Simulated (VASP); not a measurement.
# Li (P6_3/mmc) in VASP: a series of runs

The runs below take Li through single point, with PBE.

All numbers are computed with VASP 6.6.1; they aren't measurements. Logs are shortened: lines on timing, memory, paths and dates and some standing lists are left out, and cuts for length are marked.

**1. The cell of the first run**

Symmetry: P6_3/mmc, No. 194, hexagonal system. The conventional cell has a = 3.065 Å, b = 3.065 Å, c = 4.965 Å, α = 90.00°, β = 90.00°, γ = 120.00°. Within 4.0 Å of Li (site symmetry -6m2) lie 12 Li at 3.05 to 3.06 Å.

This isn't the form of Li at room conditions, which is bcc.

**2. Single point, PBE**

File INCAR:

```
SYSTEM = Li
  ALGO = Normal
  EDIFF = 1E-6
  ENCUT = 520
  GGA = PE
  ISIF = 2
  ISMEAR = -1
  LASPH = .True.
  LCHARG = .True.
  LELF = .True.
  LREAL = .False.
  LVHAR = .True.
  LWAVE = .False.
  NBANDS = 10
  NELM = 60
  PREC = Accurate
  SIGMA = 0.05
```

File KPOINTS:

```
k-points
0
Gamma
  11 11 6
  0 0 0
```

File POSCAR:

```
Li
1.0
    3.0646488937      0.0000000000      0.0000000000
   -1.5323244468      2.6540637956      0.0000000000
    0.0000000000      0.0000000000      4.9647312077
Li
2
Direct
    0.3333333333      0.6666666667      0.2500000000
    0.6666666667      0.3333333333      0.7500000000
```

Potentials or basis: VASP PAW PBE potentials, release 64 (Li_sv).

On the command line:

```bash
> cat potpaw_PBE.64/Li_sv/POTCAR > POTCAR
> mpirun -np 1 vasp_std > vasp.out
```

OUTCAR:

```text
SYSTEM = Li
   EDIFF = 1E-6
   ENCUT = 520
   GGA = PE
   ISIF = 2
   ISMEAR = -1
   LASPH = .True.
   LREAL = .False.
   NELM = 60
   PREC = Accurate

 ion  position               nearest neighbor table
   1  0.333  0.667  0.250-
   2  0.667  0.333  0.750-

  LATTYP: Found a hexagonal cell.
 ALAT       =     3.0646488937
 C/A-ratio  =     1.6200000000

  Lattice vectors:

 A1 = (   3.0646488937,   0.0000000000,   0.0000000000)
 A2 = (  -1.5323244468,   2.6540637956,   0.0000000000)
 A3 = (   0.0000000000,   0.0000000000,   4.9647312077)

Analysis of symmetry for initial positions (statically):
=====================================================================
 Subroutine PRICEL returns:
 Original cell was already a primitive cell.

 Routine SETGRP: Setting up the symmetry group for a
 hexagonal supercell.

 Subroutine GETGRP returns: Found 24 space group operations
 (whereof 12 operations were pure point group operations)
 out of a pool of 24 trial point group operations.

The static configuration has the point symmetry D_3d.
 The point group associated with its full space group is D_6h.

Analysis of symmetry for dynamics (positions and initial velocities):
=====================================================================
 Subroutine PRICEL returns:
 Original cell was already a primitive cell.

 Routine SETGRP: Setting up the symmetry group for a
 hexagonal supercell.

 Subroutine GETGRP returns: Found 24 space group operations
 (whereof 12 operations were pure point group operations)
 out of a pool of 24 trial point group operations.

The dynamic configuration has the point symmetry D_3d.
 The point group associated with its full space group is D_6h.

 Subroutine INISYM returns: Found 24 space group operations
 (whereof 12 operations are pure point group operations),
 and found     1 'primitive' translations

----------------------------------------------------------------------------------------

                                     Primitive cell

  volume of cell :      40.3820

  direct lattice vectors                    reciprocal lattice vectors
     3.064648894  0.000000000  0.000000000     0.326301653  0.188390347  0.000000000
    -1.532324447  2.654063796  0.000000000     0.000000000  0.376780694  0.000000000
     0.000000000  0.000000000  4.964731208     0.000000000  0.000000000  0.201420773

  length of vectors
     3.064648894  3.064648894  4.964731208     0.376780694  0.376780694  0.201420773

  position of ions in fractional coordinates (direct lattice)
     0.333333333  0.666666667  0.250000000
     0.666666667  0.333333333  0.750000000

  ion indices of the primitive-cell ions
   primitive index   ion index
                 1           1
                 2           2

----------------------------------------------------------------------------------------

 KPOINTS: k-points

Automatic generation of k-mesh.
 Grid dimensions read from file:
 generate k-points for:   11   11    6

 Generating k-lattice:

  Cartesian coordinates                     Fractional coordinates (reciprocal lattice)
     0.029663787  0.017126395  0.000000000     0.090909091 -0.000000000  0.000000000
     0.000000000  0.034252790  0.000000000     0.000000000  0.090909091  0.000000000
     0.000000000  0.000000000  0.033570129     0.000000000  0.000000000  0.166666667

  Length of vectors
     0.034252790  0.034252790  0.033570129

  Shift w.r.t. Gamma in fractional coordinates (k-lattice)
     0.000000000  0.000000000  0.000000000

 Subroutine IBZKPT returns following result:
 ===========================================

 Found     64 irreducible k-points:

 Following reciprocal coordinates:
            Coordinates               Weight
  0.000000  0.000000  0.000000      1.000000
  0.090909 -0.000000  0.000000      6.000000
  0.181818  0.000000  0.000000      6.000000
  0.272727  0.000000  0.000000      6.000000
  0.363636  0.000000  0.000000      6.000000
  0.454545  0.000000  0.000000      6.000000
[... 16 lines left out ...]
  0.090909  0.090909  0.166667     12.000000
  0.181818  0.090909  0.166667     24.000000
 [... further k-points ...]
   k-points           NKPTS =     64   k-points in BZ     NKDIM =     64   number of bands    NBANDS=     10
   number of dos      NEDOS =    301   number of ions     NIONS =      2
   total plane-waves  NPLWV =  23040
   dimension x,y,z NGX =    24 NGY =   24 NGZ =   40
   dimension x,y,z NGXF=    48 NGYF=   48 NGZF=   80
   ions per type =               2
   NGX,Y,Z   is equivalent  to a cutoff of  13.02, 13.02, 13.39 a.u.
   NGXF,Y,Z  is equivalent  to a cutoff of  26.04, 26.04, 26.79 a.u.
 SYSTEM =  Li
   PREC   = accura    normal or accurate (medium, high low for compatibility)
   ISTART =      0    job   : 0-new  1-cont  2-samecut
   ICHARG =      2    charge: 1-file 2-atom 10-const
   ISPIN  =      1    spin polarized calculation?
   LNONCOLLINEAR =      F non collinear calculations
   LSORBIT =      F    spin-orbit coupling
   LASPH  =      T    aspherical Exc in radial PAW
   ENCUT  =  520.0 eV  38.22 Ry    6.18 a.u.   5.70  5.70  9.23*2*pi/ulx,y,z
   NELM   =     60;   NELMIN=  2; NELMDL= -5     # of ELM steps
   EDIFF  = 0.1E-05   stopping-criterion for ELM
   LREAL  =      F    real-space projection
   EDIFFG = 0.1E-04   stopping-criterion for IOM
   NSW    =      0    number of steps for IOM
   IBRION =     -1    ionic relax: 0-MD 1-quasi-New 2-CG
   NFREE  =      0    steps in history (QN), initial steepest desc. (CG)
   ISIF   =      2    stress and relaxation
   ISYM   =      2    0-nonsym 1-usesym 2-fastsym
   POTIM  = 0.5000    time-step for ionic-motion
   TEBEG  =    0.0;   TEEND  =   0.0 temperature during run
   PSTRESS=    0.0 pullay stress
   NELECT =       6.0000    total number of electrons
   NUPDOWN=      -1.0000    fix difference up-down
   EMIN   =  10.00;   EMAX   =-10.00  energy-range for DOS
   EFERMI =   0.00;   METHOD = LEGACY
   ISMEAR =    -1;   SIGMA  =   0.05  broadening in eV -4-tet -1-fermi 0-gaus
   EFERMI_NEDOS =   21; number of points for ismear=-14 and -15
   IALGO  =     38    algorithm
   IMIX   =      4    mixing-type and parameters
     AMIX     =   0.40;   BMIX     =  1.00
     AMIX_MAG =   1.60;   BMIX_MAG =  1.00
  volume/ion in A,a.u.               =      20.19       136.26
  Fermi-wavevector in a.u.,A,eV,Ry     =   0.867087  1.638557 10.229401  0.751840
  Thomas-Fermi vector in A             =   1.985570
   LORBIT       =      0    0 simple, 1 ext, 2 COOP (PROOUT), +10 PAW based schemes
   GGA     = PE    functional components
   LHFCALC =     F    Hartree Fock is set to
   AEXX    =    0.0000 exact exchange contribution
   IVDW    =     0    specifies the selected vdW correction
   LEPSILON=     F    determine dielectric tensor
   LRPA    =     F    only Hartree local field effects (RPA)
 non-spin polarized calculation
  energy-cutoff  :      520.00
  volume of cell :       40.38
 maximum number of plane-waves:      1108
 NGX is ok and might be reduce to    24
   NGX = 11   NGY = 11   NGZ = 19

 number of electron       5.9999997 magnetization

 Free energy of the ion-electron system (eV)
  ---------------------------------------------------
  ext. energy  EPLUGINS =         0.00000000
  ---------------------------------------------------
  free energy    TOTEN  =        -3.80949954 eV

  energy without entropy =       -3.79684840  energy(sigma->0) =       -3.80317397

 E-fermi :   0.6838     XC(G=0):  -7.0536

 val. band max:        0.6808682123   @ k =   0.1818   0.1818   0.3333
 cond. band min:       0.7376498329   @ k =   0.2727   0.2727   0.1667
 fundamental gap:      0.0567816205
 Fermi energy:         0.6838098519

 k-point     1 :       0.0000    0.0000    0.0000
  band No.  band energies     occupation
      1     -45.8867      2.00000
      2     -45.8679      2.00000
      3      -2.9297      2.00000
      4       0.6610      1.22393
      5       3.6364      0.00000
      6      13.0277      0.00000
      7      13.0277      0.00000
      8      14.4469      0.00000
      9      14.4470      0.00000
     10      15.2811      0.00000

 k-point     2 :       0.0909   -0.0000    0.0000
  band No.  band energies     occupation
      1     -45.8854      2.00000
      2     -45.8673      2.00000
      3      -2.7987      2.00000
      4       0.8340      0.09449
      5       3.6840      0.00000
      6      11.7125      0.00000
      7      12.1673      0.00000
      8      14.4249      0.00000
      9      14.9291      0.00000
     10      15.0835      0.00000

 k-point     3 :       0.1818    0.0000    0.0000
  band No.  band energies     occupation
      1     -45.8819      2.00000
      2     -45.8657      2.00000
      3      -2.4054      2.00000
      4       1.3522      0.00000
      5       3.8010      0.00000
      6       9.4471      0.00000
      7      10.9934      0.00000
      8      13.9008      0.00000
      9      13.9935      0.00000
     10      14.5279      0.00000

 k-point     4 :       0.2727    0.0000    0.0000
  band No.  band energies     occupation
      1     -45.8772      2.00000
      2     -45.8640      2.00000
      3      -1.7507      2.00000
      4       2.2123      0.00000
      5       3.8226      0.00000
      6       7.4864      0.00000
      7      10.0409      0.00000
      8      11.5764      0.00000
      9      11.9126      0.00000
     10      14.1477      0.00000
[... 222 lines left out ...]
 k-point    22 :       0.4545    0.0000    0.1667
  band No.  band energies     occupation
      1     -45.8686      2.00000
      2     -45.8629      2.00000
      3       0.3328      1.99821
      4       1.9303      0.00000
      5       4.4965      0.00000
      6       5.9187      0.00000
      7       8.1944      0.00000
      8       9.2167      0.00000
      9       9.6461      0.00000
     10      12.6596      0.00000

 k-point    23 :       0.0909    0.0909    0.1667
  band No.  band energies     occupation
      1     -45.8819      2.00000
      2     -45.8673      2.00000
      3      -2.4102      2.00000
      4       0.5053      1.94527
      5       4.7409      0.00000
      6      10.4542      0.00000
      7      10.9053      0.00000
      8      13.7707      0.00000
      9      13.8641      0.00000
     10      14.0115      0.00000

 k-point    24 :       0.1818    0.0909    0.1667
  band No.  band energies     occupation
      1     -45.8779      2.00000
      2     -45.8655      2.00000
      3      -1.8846      2.00000
      4       1.0969      0.00052
      5       4.9338      0.00000
      6       8.3723      0.00000
      7       9.7128      0.00000
      8      11.8422      0.00000
      9      13.0430      0.00000
     10      13.6138      0.00000

 [... further k-points ...]

------------------------ aborting loop because EDIFF is reached ----------------------------------------

  FORCE on cell =-STRESS in cart. coord.  units (eV):
  Direction    XX          YY          ZZ          XY          YZ          ZX
  --------------------------------------------------------------------------------------
  -------------------------------------------------------------------------------------
  Total       -0.0610436     -0.0610436      0.0978444     -0.0000000      0.0000000      0.0000000
  in kB       -2.4219378     -2.4219378      3.8820271     -0.0000000      0.0000000      0.0000000
  external PRESSURE =      -0.3206162 kB  Pullay stress =       0.0000000 kB

 VOLUME and BASIS-vectors are now :
 -----------------------------------------------------------------------------
  energy-cutoff  :      520.00
  volume of cell :       40.38
      direct lattice vectors                 reciprocal lattice vectors
     3.064648894  0.000000000  0.000000000     0.326301653  0.188390347  0.000000000
    -1.532324447  2.654063796  0.000000000     0.000000000  0.376780694  0.000000000
     0.000000000  0.000000000  4.964731208     0.000000000  0.000000000  0.201420773

 POSITION                                       TOTAL-FORCE (eV/Angst)
 -----------------------------------------------------------------------------------
     -0.00000      1.76938      1.24118        -0.000000     -0.000000      0.000000
      1.53232      0.88469      3.72355         0.000000      0.000000      0.000000
 -----------------------------------------------------------------------------------
    total drift:                               -0.000000      0.000000     -0.000000

  FREE ENERGIE OF THE ION-ELECTRON SYSTEM (eV)
  ---------------------------------------------------
  free  energy   TOTEN  =        -3.8094995410 eV

  energy  without entropy=       -3.7968483957  energy(sigma->0) =       -3.80317397
```

Wall time 20 s (1 thread of Intel Xeon Platinum 8259CL at 2.50GHz (Skylake/Cascade Lake), shared host); peak memory 0.15 GiB.

What came out:

| Item | Value |
| --- | --- |
| Free energy | -3.8095 eV |
| Band gap on the k mesh | zero (bands 3 and 4 overlap by 4.23 eV) |

Caveat: the cutoff is under 1.25 times the usual one of these potentials, so pressure, stress and relaxed cells hold a basis-set (Pulay) error.

**3. Single point, PBE**

File INCAR:

```
ALGO     = Normal         # electronic algorithm
EDIFF    = 1E-6           # SCF threshold, eV
ENCUT    = 520            # plane-wave cutoff, eV
GGA      = PE             # functional
ISIF     = 2              # what is computed and relaxed
ISMEAR   = -1             # smearing method
LASPH    = T              # aspherical terms in the spheres
LCHARG   = F              # write CHGCAR
LREAL    = F              # projectors in reciprocal space
LWAVE    = F              # write WAVECAR
NBANDS   = 10             # bands
NELM     = 100            # most SCF steps
PREC     = Accurate       # precision mode
SIGMA    = 0.05           # smearing width, eV
```

File KPOINTS:

```
k-points
0
Gamma
  11 11 6
```

POSCAR is that of step 2.

Potentials or basis: VASP PAW PBE potentials, release 64 (Li_sv).

On the command line:

```bash
> cat potpaw_PBE.64/Li_sv/POTCAR > POTCAR
> mpirun -np 1 vasp_std > vasp.out
```

Wall time 17 s (1 thread of Intel Xeon Platinum 8259CL at 2.50GHz (Skylake/Cascade Lake), shared host); peak memory 0.15 GiB.

Results (log left out):

```yaml
Free_energy: -3.8095 eV
Band_gap_on_the_k_mesh: zero (bands 3 and 4 overlap by 4.23 eV)
```

Levels at points of the mesh, in eV from the Fermi level:
| k point | band 1 | band 2 | band 3 | band 4 | band 5 | band 6 | band 7 | band 8 |
| --- | --- | --- | --- | --- | --- | --- | --- | --- |
| (0.00, 0.00, 0.00) | -46.57 | -46.55 | -3.61 | -0.02 | 2.95 | 12.34 | 12.34 | 13.76 |
| (0.00, 0.00, 0.50) | -46.56 | -46.56 | -2.49 | -2.49 | 8.08 | 8.08 | 13.28 | 13.28 |

Caveat: the cutoff is under 1.25 times the usual one of these potentials, so pressure, stress and relaxed cells hold a basis-set (Pulay) error.
